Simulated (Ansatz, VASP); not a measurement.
## One calculation of SnSe, two programs

INCAR

```
ALGO = Normal
EDIFF = 1E-6
ENCUT = 520
ISIF = 2
ISMEAR = 0
LASPH = T
LCHARG = F
LREAL = F
LWAVE = F
NBANDS = 17
NELM = 100
PREC = Accurate
SIGMA = 0.05
```

File KPOINTS:

```
k-points
0
Gamma
  8 8 8
```

File POSCAR:

```
SnSe
1.0
    0.0000000000      3.0852500000      3.0852500000
    3.0852500000      0.0000000000      3.0852500000
    3.0852500000      3.0852500000      0.0000000000
Sn Se
1 1
Direct
    0.0000000000      0.0000000000      0.0000000000
    0.5000000000      0.5000000000      0.5000000000
```

Input for Ansatz:

```yaml
crystal:
  lattice:
    - [0.0, 3.08525, 3.08525]
    - [3.08525, 0.0, 3.08525]
    - [3.08525, 3.08525, 0.0]
  atoms:
    - { symbol: Sn, position: [0.0, 0.0, 0.0] }
    - { symbol: Se, position: [0.5, 0.5, 0.5] }
basis:
  ecutwfc: 420
kpoints:
  mp_grid: { grid: [8, 8, 8] }
hamiltonian:
  xc: lda
scf:
  occupations: { method: gaussian, width: 0.05 }
output:
  forces: true
  stress: true
  eigenvalues: true
  write_density: true
  write_potential: true
  elf: true
  volumetric_format: npy
```

Change from the starting cell: strain +0.025 along x and y, +0.025 along z, atoms carried along.

Alike in both runs: task single point; functional LDA; k mesh 8 × 8 × 8; occupations gaussian, width 0.05 eV; no spin polarisation.

|  | VASP | Ansatz |
| --- | --- | --- |
| version | VASP 6.6.1 | Ansatz 0.2.0 |
| potentials or method | VASP PAW LDA potentials, release 64 (Sn_d, Se), cutoff 520 eV | scalar-relativistic, plane waves, PAW |
| valence electrons in the cell | 20 | 30 |

```csv
,VASP,Ansatz,Ansatz less VASP
gap on the k mesh at the Fermi level (eV),0.34,0.32,-0.016
least direct gap on the mesh (eV),0.34,0.32,-0.016
pressure (GPa),-6.1,-6.2,-0.05
```

LDA's correlation is that of Perdew and Zunger in VASP and of Perdew and Wang (1992) in Ansatz. VASP's potentials hold 20 valence electrons a cell and Ansatz's 30, so a difference there can come from the potentials and not from the codes.
